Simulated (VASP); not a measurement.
# Na7H8 (a cell with a defect) in VASP: notebook

The runs below take Na7H8 (a cell with a defect) through single point, with PBE.

Program: VASP 6.6.1. These are calculated values, not measurements. Logs are shortened: lines on timing, memory, paths and dates and some standing lists are left out, and cuts for length are marked.

## 1. The cell of the first run

The cell holds a defect, 15 atoms: a = 6.861 Å, b = 6.861 Å, c = 6.861 Å, α = 60.00°, β = 60.00°, γ = 60.00°.

## 2. Single point, PBE

INCAR

```
ALGO = Normal
EDIFF = 1E-7
ENCUT = 520
GGA = PE
ISIF = 2
ISMEAR = 1
LASPH = T
LCHARG = F
LREAL = Auto
LWAVE = F
NBANDS = 42
NELM = 80
PREC = Accurate
SIGMA = 0.15
```

KPOINTS

```
k-points
0
Gamma
  3 3 3
```

POSCAR

```
Na7H8
1.0
    0.0000000000      4.8511220000      4.8511220000
    4.8511220000      0.0000000000      4.8511220000
    4.8511220000      4.8511220000      0.0000000000
H Na
8 7
Direct
    0.2502912728      0.2496722408      0.2497709808
    0.2650884682      0.2637526947      0.7360568339
    0.2646385723      0.7350241862      0.2646717605
    0.2645990969      0.7354924283      0.7350624247
    0.7354270826      0.2645883777      0.2643486393
    0.7361986567      0.2642088779      0.7351298318
    0.7360184922      0.7355064457      0.2639161621
    0.7503252856      0.7497839675      0.7497903578
    0.0001450180     -0.0003457963      0.4992932563
    0.0000371048      0.5000267979      0.0000791569
    0.0006361415      0.4983809931      0.5011193287
    0.5008207380     -0.0000703961     -0.0007236470
    0.5008986581     -0.0003853748      0.4993534485
    0.4999955680      0.5001730527     -0.0003742433
    0.5005685283      0.4998602385      0.4997266612
```

Potentials or basis: VASP PAW PBE potentials, release 64 (H, Na_pv).

Run with:

```sh
$ cat potpaw_PBE.64/H/POTCAR potpaw_PBE.64/Na_pv/POTCAR > POTCAR
$ mpirun -np 1 vasp_std > vasp.out
```

OUTCAR:

```text
EDIFF = 1E-7
   ENCUT = 520
   GGA = PE
   ISIF = 2
   ISMEAR = 1
   LASPH = T
   LREAL = Auto
   NELM = 80
   PREC = Accurate

 ion  position               nearest neighbor table
   1  0.250  0.250  0.250-
   2  0.265  0.264  0.736-
   3  0.265  0.735  0.265-
   4  0.265  0.735  0.735-
   5  0.735  0.265  0.264-
   6  0.736  0.264  0.735-
   7  0.736  0.736  0.264-
   8  0.750  0.750  0.750-
   9  0.000  1.000  0.499-
  10  0.000  0.500  0.000-
  11  0.001  0.498  0.501-
  12  0.501  1.000  0.999-
  13  0.501  1.000  0.499-
  14  0.500  0.500  1.000-
  15  0.501  0.500  0.500-

  LATTYP: Found a face centered cubic cell.
 ALAT       =     9.7022440000

  Lattice vectors:

 A1 = (   0.0000000000,   4.8511220000,   4.8511220000)
 A2 = (   4.8511220000,   0.0000000000,   4.8511220000)
 A3 = (   4.8511220000,   4.8511220000,   0.0000000000)

Analysis of symmetry for initial positions (statically):
=====================================================================
 Subroutine PRICEL returns:
 Original cell was already a primitive cell.

 Routine SETGRP: Setting up the symmetry group for a
 face centered cubic supercell.

 Subroutine GETGRP returns: Found  1 space group operations
 (whereof  1 operations were pure point group operations)
 out of a pool of 48 trial point group operations.

The static configuration has the point symmetry C_1 .

Analysis of symmetry for dynamics (positions and initial velocities):
=====================================================================
 Subroutine PRICEL returns:
 Original cell was already a primitive cell.

 Routine SETGRP: Setting up the symmetry group for a
 face centered cubic supercell.

 Subroutine GETGRP returns: Found  1 space group operations
 (whereof  1 operations were pure point group operations)
 out of a pool of 48 trial point group operations.

The dynamic configuration has the point symmetry C_1 .

 Subroutine INISYM returns: Found  1 space group operations
 (whereof  1 operations are pure point group operations),
 and found     1 'primitive' translations

----------------------------------------------------------------------------------------

                                     Primitive cell

  volume of cell :     228.3266

  direct lattice vectors                    reciprocal lattice vectors
     0.000000000  4.851122000  4.851122000    -0.103068940  0.103068940  0.103068940
     4.851122000  0.000000000  4.851122000     0.103068940 -0.103068940  0.103068940
     4.851122000  4.851122000  0.000000000     0.103068940  0.103068940 -0.103068940

  length of vectors
     6.860522525  6.860522525  6.860522525     0.178520640  0.178520640  0.178520640

  position of ions in fractional coordinates (direct lattice)
     0.250291273  0.249672241  0.249770981
     0.265088468  0.263752695  0.736056834
     0.264638572  0.735024186  0.264671761
     0.264599097  0.735492428  0.735062425
     0.735427083  0.264588378  0.264348639
     0.736198657  0.264208878  0.735129832
     0.736018492  0.735506446  0.263916162
     0.750325286  0.749783968  0.749790358
     0.000145018  0.999654204  0.499293256
     0.000037105  0.500026798  0.000079157
     0.000636142  0.498380993  0.501119329
     0.500820738  0.999929604  0.999276353
     0.500898658  0.999614625  0.499353449
     0.499995568  0.500173053  0.999625757
     0.500568528  0.499860238  0.499726661

  ion indices of the primitive-cell ions
   primitive index   ion index
                 1           1
                 2           2
                 3           3
                 4           4
                 5           5
                 6           6
                 7           7
                 8           8
                 9           9
                10          10
                11          11
                12          12
                13          13
                14          14
                15          15

----------------------------------------------------------------------------------------

 KPOINTS: k-points

Automatic generation of k-mesh.
 Grid dimensions read from file:
 generate k-points for:    3    3    3

 Generating k-lattice:

  Cartesian coordinates                     Fractional coordinates (reciprocal lattice)
    -0.034356313  0.034356313  0.034356313     0.333333333  0.000000000  0.000000000
     0.034356313 -0.034356313  0.034356313     0.000000000  0.333333333  0.000000000
     0.034356313  0.034356313 -0.034356313     0.000000000  0.000000000  0.333333333

  Length of vectors
     0.059506880  0.059506880  0.059506880

  Shift w.r.t. Gamma in fractional coordinates (k-lattice)
     0.000000000  0.000000000  0.000000000

 Subroutine IBZKPT returns following result:
 ===========================================

 Found     14 irreducible k-points:

 Following reciprocal coordinates:
            Coordinates               Weight
  0.000000  0.000000  0.000000      1.000000
  0.333333  0.000000  0.000000      2.000000
  0.000000  0.333333  0.000000      2.000000
  0.000000  0.000000  0.333333      2.000000
  0.333333  0.333333  0.333333      2.000000
  0.333333  0.333333  0.000000      2.000000
  0.000000  0.333333  0.333333      2.000000
  0.333333  0.000000  0.333333      2.000000
 -0.333333  0.333333  0.000000      2.000000
  0.000000 -0.333333  0.333333      2.000000
  0.333333  0.000000 -0.333333      2.000000
  0.333333  0.333333 -0.333333      2.000000
 -0.333333  0.333333 -0.333333      2.000000
  0.333333 -0.333333 -0.333333      2.000000
   k-points           NKPTS =     14   k-points in BZ     NKDIM =     14   number of bands    NBANDS=     42
   number of dos      NEDOS =    301   number of ions     NIONS =     15
   total plane-waves  NPLWV = 157464
   dimension x,y,z NGX =    54 NGY =   54 NGZ =   54
   dimension x,y,z NGXF=   108 NGYF=  108 NGZF=  108
   ions per type =               8   7
   NGX,Y,Z   is equivalent  to a cutoff of  13.09, 13.09, 13.09 a.u.
   NGXF,Y,Z  is equivalent  to a cutoff of  26.17, 26.17, 26.17 a.u.
 SYSTEM =  unknown system
   PREC   = accura    normal or accurate (medium, high low for compatibility)
   ISTART =      0    job   : 0-new  1-cont  2-samecut
   ICHARG =      2    charge: 1-file 2-atom 10-const
   ISPIN  =      1    spin polarized calculation?
   LNONCOLLINEAR =      F non collinear calculations
   LSORBIT =      F    spin-orbit coupling
   LASPH  =      T    aspherical Exc in radial PAW
   ENCUT  =  520.0 eV  38.22 Ry    6.18 a.u.  12.76 12.76 12.76*2*pi/ulx,y,z
   NELM   =     80;   NELMIN=  2; NELMDL= -5     # of ELM steps
   EDIFF  = 0.1E-06   stopping-criterion for ELM
   LREAL  =      T    real-space projection
   EDIFFG = 0.1E-05   stopping-criterion for IOM
   NSW    =      0    number of steps for IOM
   IBRION =     -1    ionic relax: 0-MD 1-quasi-New 2-CG
   NFREE  =      0    steps in history (QN), initial steepest desc. (CG)
   ISIF   =      2    stress and relaxation
   ISYM   =      2    0-nonsym 1-usesym 2-fastsym
   POTIM  = 0.5000    time-step for ionic-motion
   TEBEG  =    0.0;   TEEND  =   0.0 temperature during run
   PSTRESS=    0.0 pullay stress
   NELECT =      57.0000    total number of electrons
   NUPDOWN=      -1.0000    fix difference up-down
   EMIN   =  10.00;   EMAX   =-10.00  energy-range for DOS
   EFERMI =   0.00;   METHOD = LEGACY
   ISMEAR =     1;   SIGMA  =   0.15  broadening in eV -4-tet -1-fermi 0-gaus
   EFERMI_NEDOS =   21; number of points for ismear=-14 and -15
   IALGO  =     38    algorithm
   IMIX   =      4    mixing-type and parameters
     AMIX     =   0.40;   BMIX     =  1.00
     AMIX_MAG =   1.60;   BMIX_MAG =  1.00
  volume/ion in A,a.u.               =      15.22       102.72
  Fermi-wavevector in a.u.,A,eV,Ry     =   1.030815  1.947959 14.457285  1.062581
  Thomas-Fermi vector in A             =   2.164932
   LORBIT       =      0    0 simple, 1 ext, 2 COOP (PROOUT), +10 PAW based schemes
   GGA     = PE    functional components
   LHFCALC =     F    Hartree Fock is set to
   AEXX    =    0.0000 exact exchange contribution
   IVDW    =     0    specifies the selected vdW correction
   LEPSILON=     F    determine dielectric tensor
   LRPA    =     F    only Hartree local field effects (RPA)
 non-spin polarized calculation
 Methfessel and Paxton  Order N= 1 SIGMA  =   0.15
  energy-cutoff  :      520.00
  volume of cell :      228.33
 maximum number of plane-waves:      6183
 NGX is ok and might be reduce to    54
   NGX = 25   NGY = 25   NGZ = 25

 number of electron      56.9999954 magnetization

 Free energy of the ion-electron system (eV)
  ---------------------------------------------------
  ext. energy  EPLUGINS =         0.00000000
  ---------------------------------------------------
  free energy    TOTEN  =       -36.27012070 eV

  energy without entropy =      -36.26741437  energy(sigma->0) =      -36.26921859

 E-fermi :  -1.7690     XC(G=0):  -7.3314

 val. band max:       -1.8063598710   @ k =   0.3333   0.3333  -0.3333
 cond. band min:      -1.7589598933   @ k =   0.0000   0.3333   0.3333
 fundamental gap:      0.0473999777
 Fermi energy:        -1.7689815254

 k-point     1 :       0.0000    0.0000    0.0000
  band No.  band energies     occupation
      1     -23.9483      2.00000
      2     -23.9202      2.00000
      3     -23.9199      2.00000
      4     -23.9198      2.00000
      5     -23.9127      2.00000
      6     -23.9126      2.00000
[... 32 lines left out ...]
     39       8.7747      0.00000
     40       8.7748      0.00000

 k-point     2 :       0.3333    0.0000    0.0000
  band No.  band energies     occupation
      1     -23.9364      2.00000
      2     -23.9231      2.00000
      3     -23.9089      2.00000
      4     -23.9084      2.00000
      5     -23.9053      2.00000
      6     -23.9051      2.00000
[... 32 lines left out ...]
     39       6.5053      0.00000
     40       7.0769      0.00000

 k-point     3 :       0.0000    0.3333    0.0000
  band No.  band energies     occupation
      1     -23.9364      2.00000
      2     -23.9230      2.00000
      3     -23.9090      2.00000
      4     -23.9085      2.00000
      5     -23.9053      2.00000
      6     -23.9049      2.00000
[... 32 lines left out ...]
     39       6.5039      0.00000
     40       7.0767      0.00000

 k-point     4 :       0.0000    0.0000    0.3333
  band No.  band energies     occupation
      1     -23.9364      2.00000
      2     -23.9231      2.00000
      3     -23.9089      2.00000
      4     -23.9084      2.00000
      5     -23.9054      2.00000
      6     -23.9048      2.00000
[... 32 lines left out ...]
     39       6.5036      0.00000
     40       7.0769      0.00000
[... 342 lines left out ...]
     39       5.7138      0.00000
     40       6.1799      0.00000

 k-point    13 :      -0.3333    0.3333   -0.3333
  band No.  band energies     occupation
      1     -23.9224      2.00000
      2     -23.9194      2.00000
      3     -23.9044      2.00000
      4     -23.9030      2.00000
      5     -23.8999      2.00000
      6     -23.8987      2.00000
[... 32 lines left out ...]
     39       5.7132      0.00000
     40       6.1790      0.00000

 k-point    14 :       0.3333   -0.3333   -0.3333
  band No.  band energies     occupation
      1     -23.9222      2.00000
      2     -23.9196      2.00000
      3     -23.9042      2.00000
      4     -23.9031      2.00000
      5     -23.9000      2.00000
      6     -23.8987      2.00000
[... 32 lines left out ...]
     39       5.7131      0.00000
     40       6.1792      0.00000
 [bands above 40 left out]

------------------------ aborting loop because EDIFF is reached ----------------------------------------

  FORCE on cell =-STRESS in cart. coord.  units (eV):
  Direction    XX          YY          ZZ          XY          YZ          ZX
  --------------------------------------------------------------------------------------
  -------------------------------------------------------------------------------------
  Total       -0.5508031     -0.5534026     -0.5579831      0.0006135      0.0007256      0.0005092
  in kB       -3.8650077     -3.8832487     -3.9153904      0.0043047      0.0050917      0.0035731
  external PRESSURE =      -3.8878823 kB  Pullay stress =       0.0000000 kB

 VOLUME and BASIS-vectors are now :
 -----------------------------------------------------------------------------
  energy-cutoff  :      520.00
  volume of cell :      228.33
      direct lattice vectors                 reciprocal lattice vectors
     0.000000000  4.851122000  4.851122000    -0.103068940  0.103068940  0.103068940
     4.851122000  0.000000000  4.851122000     0.103068940 -0.103068940  0.103068940
     4.851122000  4.851122000  0.000000000     0.103068940  0.103068940 -0.103068940

 POSITION                                       TOTAL-FORCE (eV/Angst)
 -----------------------------------------------------------------------------------
      2.42286      2.42586      2.42538         0.000973      0.001188      0.001156
      4.85020      4.85668      2.56547        -0.001496     -0.003178      0.001230
      4.84965      2.56775      4.84949        -0.001642     -0.001617      0.000580
      7.13384      4.84948      4.85157         0.000414      0.002083      0.001132
      2.56594      4.85003      4.85120        -0.002898      0.000079      0.000482
      4.84791      7.13759      4.85310         0.001267     -0.000164     -0.000640
      4.84832      4.85081      7.13855         0.000884      0.002763     -0.000304
      7.27462      7.27724      7.27721        -0.001313     -0.000053     -0.001257
      7.27158      2.42284      4.85015        -0.000774      0.002863      0.003449
      2.42607      0.00056      2.42587        -0.001906      0.001986      0.001845
      4.84870      2.43408      2.42079        -0.001652     -0.004550      0.002932
      9.69839      7.27715      7.28032         0.003709      0.001166     -0.003505
      7.27168      4.85234      7.27917         0.000861     -0.002280     -0.001471
      7.27571      7.27485      4.85194         0.002108      0.001336     -0.002388
      4.84912      4.85255      4.85320         0.001466     -0.001621     -0.003240
 -----------------------------------------------------------------------------------
    total drift:                               -0.000281      0.000288     -0.000231

  FREE ENERGIE OF THE ION-ELECTRON SYSTEM (eV)
  ---------------------------------------------------
  free  energy   TOTEN  =       -36.2701206999 eV

  energy  without entropy=      -36.2674143731  energy(sigma->0) =      -36.26921859
```

Wall time 3.6 min (1 thread of AMD EPYC 9R45 (Zen 5), shared host); peak memory 0.37 GiB.

What came out:

```
Free energy   : -36.2701 eV
Pressure      : -0.4 GPa
Largest force : 0.006 eV/Å
```

Forces in eV/Å, atoms in the order of the input:
```
H    0.001  0.001  0.001
H   -0.001 -0.003  0.001
H   -0.002 -0.002  0.001
H    0.000  0.002  0.001
H   -0.003  0.000  0.000
H    0.001  0.000 -0.001
H    0.001  0.003  0.000
H   -0.001  0.000 -0.001
Na  -0.001  0.003  0.003
Na  -0.002  0.002  0.002
Na  -0.002 -0.005  0.003
Na   0.004  0.001 -0.004
Na   0.001 -0.002 -0.001
Na   0.002  0.001 -0.002
Na   0.001 -0.002 -0.003
```

Caveat: the k points lie up to 0.37 Å⁻¹ apart.

## 3. Single point, PBE

INCAR, as its differences from that of step 2:

```diff
@@ -1,3 +1,3 @@
 ALGO = Normal
-EDIFF = 1E-7
+EDIFF = 1E-6
 ENCUT = 520
```

KPOINTS is that of step 2.

POSCAR

```
Na7H8
1.0
    0.0000000000      4.8511220000      4.8511220000
    4.8511220000      0.0000000000      4.8511220000
    4.8511220000      4.8511220000      0.0000000000
H Na
8 7
Direct
    0.2646097130      0.2348252631      0.2653903571
    0.2642235137      0.2352028046      0.7364992058
    0.2497804632      0.7499814476      0.2502255148
    0.2639826415      0.7642656688      0.7362942016
    0.7347749655      0.2357326820      0.2648750124
    0.7500396815      0.2500819398      0.7502480869
    0.7358574985      0.7643201923      0.2647213366
    0.7357816398      0.7643358588      0.7355126299
   -0.0001029659      0.0005245178      0.4995999894
   -0.0001076040      0.0002784923      0.0003269347
    0.0000160788      0.4998979617      0.5008443408
    0.5009419470     -0.0011000548      0.0002882838
    0.4997369681     -0.0004223765      0.5009092742
    0.4990823772      0.4997620138      0.0006488190
    0.4996184388      0.4998299362      0.5006571676
```

Potentials or basis: VASP PAW PBE potentials, release 64 (H, Na_pv).

Run with:

```sh
$ cat potpaw_PBE.64/H/POTCAR potpaw_PBE.64/Na_pv/POTCAR > POTCAR
$ mpirun -np 1 vasp_std > vasp.out
```

Run time: 3.4 min. Hardware: 1 thread of AMD EPYC 9R45 (Zen 5), shared host; peak memory 0.36 GiB.

It converged, with:

```
Free energy   : -36.2701 eV
Pressure      : -0.4 GPa
Largest force : 0.004 eV/Å
```

Forces in eV/Å, atoms in the order of the input:
```
H   -0.001 -0.004  0.000
H   -0.001  0.001  0.002
H    0.000  0.003  0.001
H   -0.002 -0.001  0.001
H    0.000  0.002  0.002
H    0.000 -0.001 -0.003
H    0.001  0.000 -0.003
H    0.002  0.001 -0.002
Na   0.001  0.003  0.000
Na   0.000  0.000 -0.002
Na  -0.001 -0.002 -0.001
Na   0.003 -0.001  0.000
Na  -0.003 -0.002  0.003
Na  -0.002  0.002  0.002
Na   0.000  0.001  0.001
```

Levels at points of the mesh, in eV from the Fermi level:
```tsv
k point	band 27	band 28	band 29	band 30	band 31	band 32
(0.00, 0.00, 0.00)	-0.19	0.02	0.02	4.03	4.03	4.03
```

Caveat: the k points lie up to 0.37 Å⁻¹ apart.
